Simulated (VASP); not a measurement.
# Ni (P6_3/mmc) in VASP: settings compared, part 2 of 2

VASP 6.6.1. Earlier steps stand in the parts before.

## Step 4: Single point, LDA, collinear spin, ferromagnetic start

Input file INCAR:

```
ALGO = Normal
EDIFF = 1E-6
ENCUT = 590
GGA_COMPAT = False
ISIF = 2
ISMEAR = -1
ISPIN = 2
LASPH = True
LCHARG = False
LMAXMIX = 4
LORBIT = 11
LREAL = False
LWAVE = False
MAGMOM = 1 1
NBANDS = 29
NELM = 200
PREC = Accurate
SIGMA = 0.05
```

Input file KPOINTS:

```
k-points
0
Gamma
  7 7 4
```

Input file POSCAR:

```
Ni
1.0
    2.4480228978      0.0000000000      0.0000000000
   -1.2240114489      2.1200500186      0.0000000000
    0.0000000000      0.0000000000      4.0728075700
Ni
2
Direct
    0.6666666667      0.3333333333      0.7500000000
    0.3333333333      0.6666666667      0.2500000000
```

Potentials or basis: VASP PAW LDA potentials, release 64 (Ni_sv_GW).

Command:

```console
cat potpaw_LDA.64/Ni_sv_GW/POTCAR > POTCAR
mpirun -np 1 vasp_std > vasp.out
```

OUTCAR:

```text
EDIFF = 1E-6
   ENCUT = 590
   ISIF = 2
   ISMEAR = -1
   ISPIN = 2
   LASPH = True
   LORBIT = 11
   LREAL = False
   NELM = 200
   PREC = Accurate

 ion  position               nearest neighbor table
   1  0.667  0.333  0.750-   2 2.48   2 2.48   2 2.48   2 2.48   2 2.48   2 2.48
   2  0.333  0.667  0.250-   1 2.48   1 2.48   1 2.48   1 2.48   1 2.48   1 2.48

  LATTYP: Found a hexagonal cell.
 ALAT       =     2.4480228978
 C/A-ratio  =     1.6637130207

  Lattice vectors:

 A1 = (   2.4480228978,   0.0000000000,   0.0000000000)
 A2 = (  -1.2240114489,   2.1200500186,   0.0000000000)
 A3 = (   0.0000000000,   0.0000000000,   4.0728075700)

Analysis of symmetry for initial positions (statically):
=====================================================================
 Subroutine PRICEL returns:
 Original cell was already a primitive cell.

 Routine SETGRP: Setting up the symmetry group for a
 hexagonal supercell.

 Subroutine GETGRP returns: Found 24 space group operations
 (whereof 12 operations were pure point group operations)
 out of a pool of 24 trial point group operations.

The static configuration has the point symmetry D_3d.
 The point group associated with its full space group is D_6h.

Analysis of symmetry for dynamics (positions and initial velocities):
=====================================================================
 Subroutine PRICEL returns:
 Original cell was already a primitive cell.

 Routine SETGRP: Setting up the symmetry group for a
 hexagonal supercell.

 Subroutine GETGRP returns: Found 24 space group operations
 (whereof 12 operations were pure point group operations)
 out of a pool of 24 trial point group operations.

The dynamic configuration has the point symmetry D_3d.
 The point group associated with its full space group is D_6h.

Analysis of structural, dynamic, and magnetic symmetry:
=====================================================================
 Subroutine PRICEL returns:
 Original cell was already a primitive cell.

 Routine SETGRP: Setting up the symmetry group for a
 hexagonal supercell.

 Subroutine GETGRP returns: Found 24 space group operations
 (whereof 12 operations were pure point group operations)
 out of a pool of 24 trial point group operations.

The overall configuration has the point symmetry D_3d.
 The point group associated with its full space group is D_6h.

 Subroutine INISYM returns: Found 24 space group operations
 (whereof 12 operations are pure point group operations),
 and found     1 'primitive' translations

----------------------------------------------------------------------------------------

                                     Primitive cell

  volume of cell :      21.1376

  direct lattice vectors                    reciprocal lattice vectors
     2.448022898  0.000000000  0.000000000     0.408492911  0.235843492  0.000000000
    -1.224011449  2.120050019  0.000000000     0.000000000  0.471686984  0.000000000
     0.000000000  0.000000000  4.072807570     0.000000000  0.000000000  0.245530873

  length of vectors
     2.448022898  2.448022898  4.072807570     0.471686984  0.471686984  0.245530873

[... 70 lines left out ...]
   PREC   = accura    normal or accurate (medium, high low for compatibility)
   ISTART =      0    job   : 0-new  1-cont  2-samecut
   ICHARG =      2    charge: 1-file 2-atom 10-const
   ISPIN  =      2    spin polarized calculation?
   LNONCOLLINEAR =      F non collinear calculations
   LSORBIT =      F    spin-orbit coupling
   LASPH  =      T    aspherical Exc in radial PAW
   ENCUT  =  590.0 eV  43.36 Ry    6.59 a.u.   4.85  4.85  8.07*2*pi/ulx,y,z
   NELM   =    200;   NELMIN=  2; NELMDL= -5     # of ELM steps
   EDIFF  = 0.1E-05   stopping-criterion for ELM
   LREAL  =      F    real-space projection
   EDIFFG = 0.1E-04   stopping-criterion for IOM
   NSW    =      0    number of steps for IOM
   IBRION =     -1    ionic relax: 0-MD 1-quasi-New 2-CG
   NFREE  =      0    steps in history (QN), initial steepest desc. (CG)
   ISIF   =      2    stress and relaxation
   ISYM   =      2    0-nonsym 1-usesym 2-fastsym
   POTIM  = 0.5000    time-step for ionic-motion
   TEBEG  =    0.0;   TEEND  =   0.0 temperature during run
   PSTRESS=    0.0 pullay stress
   NELECT =      36.0000    total number of electrons
   NUPDOWN=      -1.0000    fix difference up-down
   EMIN   =  10.00;   EMAX   =-10.00  energy-range for DOS
   EFERMI =   0.00;   METHOD = LEGACY
   ISMEAR =    -1;   SIGMA  =   0.05  broadening in eV -4-tet -1-fermi 0-gaus
   EFERMI_NEDOS =   21; number of points for ismear=-14 and -15
   IALGO  =     38    algorithm
   IMIX   =      4    mixing-type and parameters
     AMIX     =   0.40;   BMIX     =  1.00
     AMIX_MAG =   1.60;   BMIX_MAG =  1.00
  volume/ion in A,a.u.               =      10.57        71.32
  Fermi-wavevector in a.u.,A,eV,Ry     =   1.955047  3.694503 52.004300  3.822208
  Thomas-Fermi vector in A             =   2.981484
   LORBIT       =     11    0 simple, 1 ext, 2 COOP (PROOUT), +10 PAW based schemes
   GGA     = CA    functional components
   LHFCALC =     F    Hartree Fock is set to
   AEXX    =    0.0000 exact exchange contribution
   IVDW    =     0    specifies the selected vdW correction
   LEPSILON=     F    determine dielectric tensor
   LRPA    =     F    only Hartree local field effects (RPA)
 spin polarized calculation
  energy-cutoff  :      590.00
  volume of cell :       21.14
 maximum number of plane-waves:       704
 NGX is ok and might be reduce to    20
   NGX =  9   NGY =  9   NGZ = 17

 number of electron      35.9999972 magnetization       1.1141873

 Free energy of the ion-electron system (eV)
  ---------------------------------------------------
  ext. energy  EPLUGINS =         0.00000000
  ---------------------------------------------------
  free energy    TOTEN  =       -14.82205040 eV

  energy without entropy =      -14.78379495  energy(sigma->0) =      -14.80292268

 E-fermi :   7.8322     XC(G=0): -14.5118

 val. band max:        7.8082018463   @ k =   0.2857   0.0000   0.2500
 cond. band min:       7.8473500432   @ k =   0.4286   0.0000   0.0000
 fundamental gap:      0.0391481968
 Fermi energy:         7.8321854750

 spin component 1

 k-point     1 :       0.0000    0.0000    0.0000
  band No.  band energies     occupation
      1     -94.6754      1.00000
      2     -94.6390      1.00000
      3     -55.7355      1.00000
      4     -55.5743      1.00000
      5     -55.5743      1.00000
      6     -55.5411      1.00000
[... 757 lines left out ...]
     28      32.8265      0.00000
     29      35.3852      0.00000
 Fermi energy:         7.8321854750

 spin component 2

 k-point     1 :       0.0000    0.0000    0.0000
  band No.  band energies     occupation
      1     -94.0000      1.00000
      2     -93.9628      1.00000
      3     -55.0826      1.00000
      4     -54.9208      1.00000
      5     -54.9208      1.00000
      6     -54.8868      1.00000
[... 757 lines left out ...]
     28      32.9218      0.00000
     29      35.4977      0.00000

------------------------ aborting loop because EDIFF is reached ----------------------------------------

  FORCE on cell =-STRESS in cart. coord.  units (eV):
  Direction    XX          YY          ZZ          XY          YZ          ZX
  --------------------------------------------------------------------------------------
  -------------------------------------------------------------------------------------
  Total       -1.9357624     -1.9357624     -2.1363004     -0.0000000     -0.0000000      0.0000000
  in kB     -146.7260256   -146.7260256   -161.9263157     -0.0000000     -0.0000000      0.0000000
  external PRESSURE =    -151.7927890 kB  Pullay stress =       0.0000000 kB

 VOLUME and BASIS-vectors are now :
 -----------------------------------------------------------------------------
  energy-cutoff  :      590.00
  volume of cell :       21.14
      direct lattice vectors                 reciprocal lattice vectors
     2.448022898  0.000000000  0.000000000     0.408492911  0.235843492  0.000000000
    -1.224011449  2.120050019  0.000000000     0.000000000  0.471686984  0.000000000
     0.000000000  0.000000000  4.072807570     0.000000000  0.000000000  0.245530873

 POSITION                                       TOTAL-FORCE (eV/Angst)
 -----------------------------------------------------------------------------------
      1.22401      0.70668      3.05461         0.000000      0.000000      0.000000
     -0.00000      1.41337      1.01820        -0.000000     -0.000000      0.000000
 -----------------------------------------------------------------------------------
    total drift:                                0.000000     -0.000000      0.000000

  FREE ENERGIE OF THE ION-ELECTRON SYSTEM (eV)
  ---------------------------------------------------
  free  energy   TOTEN  =       -14.8220503998 eV

  energy  without entropy=      -14.7837949508  energy(sigma->0) =      -14.80292268

 total charge

# of ion       s       p       d       f       tot
--------------------------------------------------
    1        2.247   6.318   7.823   0.006  16.394
    2        2.247   6.318   7.823   0.006  16.394
--------------------------------------------------
tot          4.494  12.636  15.647   0.011  32.787

 magnetization (x)

# of ion       s       p       d       f       tot
--------------------------------------------------
    1       -0.001  -0.010   0.590  -0.000   0.579
    2       -0.001  -0.010   0.590  -0.000   0.579
--------------------------------------------------
tot         -0.001  -0.020   1.179  -0.000   1.158
```

stdout:

```text
POSCAR found type information on POSCAR Ni
 POSCAR found :  1 types and       2 ions
 scaLAPACK will be used
 LDA part: xc-table for (Slater(with rela. corr.)+CA(PZ))
 , standard interpolation
 POSCAR, INCAR and KPOINTS ok, starting setup
 FFT: planning ... GRIDC
 FFT: planning ... GRID_SOFT
 FFT: planning ... GRID
 WAVECAR not read
 entering main loop
```

Wall time 20 s (1 thread of Intel Xeon 6975P-C (Granite Rapids), shared host); peak memory 0.15 GiB.

What came out:

| Property | Result |
| --- | --- |
| Free energy | -14.8221 eV |
| Pressure | -15.2 GPa |
| Net moment | 1.11 μB per cell |
| Site moments | Ni +0.58 μB |
| Valence electrons inside the program's atomic spheres | Ni 16.39 |

Stress tensor (GPa, compression positive):
```
-14.67   0.00   0.00
  0.00 -14.67   0.00
  0.00   0.00 -16.19
```

Levels at points of the mesh, in eV from the Fermi level:
Spin up:
```csv
k point,band 17,band 18,band 19,band 20,band 21,band 22
"(0.00, 0.00, 0.00)",-1.57,-0.61,-0.61,-0.61,5.59,22.91
"(0.00, 0.00, 0.50)",-0.92,-0.92,-0.92,-0.92,14.14,14.14
```
Spin down:
```
           k point  band 14  band 15  band 16  band 17  band 18  band 19  band 20  band 21
(0.00, 0.00, 0.00)    -1.55    -1.55    -1.03    -1.03    -0.58    -0.04    -0.04     5.95
(0.00, 0.00, 0.50)    -1.86    -1.86    -1.86    -0.35    -0.35    -0.35    -0.35    14.32
```

Caveat: the k points lie up to 0.42 Å⁻¹ apart.

## Step 5: Single point, PBE, collinear spin, zero start

Input file INCAR:

```
PREC     = Accurate       # precision mode
ENCUT    = 590            # plane-wave cutoff, eV
EDIFF    = 1E-6           # SCF threshold, eV
ISMEAR   = -1             # smearing method
SIGMA    = 0.05           # smearing width, eV
LREAL    = F              # projectors in reciprocal space
LASPH    = T              # aspherical terms in the spheres
NELM     = 200            # most SCF steps
ALGO     = Normal         # electronic algorithm
ISIF     = 2              # what is computed and relaxed
LWAVE    = F              # write WAVECAR
LCHARG   = F              # write CHGCAR
ISPIN    = 2              # spin polarisation
MAGMOM   = 0 0            # initial moments
LORBIT   = 11             # projections on sites
NUPDOWN  = 0.0            # fixed moment
LMAXMIX  = 4              # l up to which the mixer works
GGA      = PE             # functional
NBANDS   = 29             # bands
GGA_COMPAT= F
```

Input file KPOINTS:

```
regular mesh
0
Gamma
  10 10 6
```

POSCAR is that of step 4.

Potentials or basis: VASP PAW PBE potentials, release 64 (Ni_sv_GW).

Command:

```console
cat potpaw_PBE.64/Ni_sv_GW/POTCAR > POTCAR
mpirun -np 1 vasp_std > vasp.out
```

It took 66 s on 1 thread of Intel Xeon Platinum 8559C (Emerald Rapids), shared host; peak memory 0.19 GiB.

The run converged. Its results:

| Item | Value |
| --- | --- |
| Free energy | -12.6824 eV |
| Pressure | 2.0 GPa |
| Net moment | 0.00 μB per cell |
| Valence electrons inside the program's atomic spheres | Ni 16.39 |

Stress tensor (GPa, compression positive):
```
2.56 0.00 0.00
0.00 2.56 0.00
0.00 0.00 0.72
```

Caveat: the total moment is fixed, so each spin has its own Fermi level.

## Step 6: Overview

```csv
task,level,potentials or basis,spin,fixed moment (μB),cell,k mesh,cutoff (eV),second run,gap on the mesh (eV),pressure (GPa),moment (μB)
relaxation of cell and atoms,PBEsol+D3(BJ),"VASP PAW PBE potentials, release 64 (Ni)","collinear, ferromagnetic start",-,relaxed,12 × 12 × 7,600,-,none,0.1,1.24
single point,PBEsol,"VASP PAW PBE potentials, release 64 (Ni_sv_GW)","collinear, ferromagnetic start",-,as given,7 × 7 × 4,590,valence_matched,none,-7.3,1.30
single point,LDA,"VASP PAW LDA potentials, release 64 (Ni_sv_GW)","collinear, ferromagnetic start",-,as given,7 × 7 × 4,590,valence_matched,none,-15.2,1.11
single point,PBE,"VASP PAW PBE potentials, release 64 (Ni_sv_GW)","collinear, zero start",0.0,as given,10 × 10 × 6,590,valence_matched,-,2.0,0.00
```

Alike in all rows: smearing fermi-dirac 0.05 eV.

Caveats: some runs use coarse meshes; the PAW data sets were made with another functional, which shifts forces and pressure a little (some runs); pairwise dispersion overbinds metals, which lowers pressure and volume (some runs); the total moment is fixed, so each spin has its own Fermi level (some runs).

Absolute energies hang on the potentials; compare differences alone.
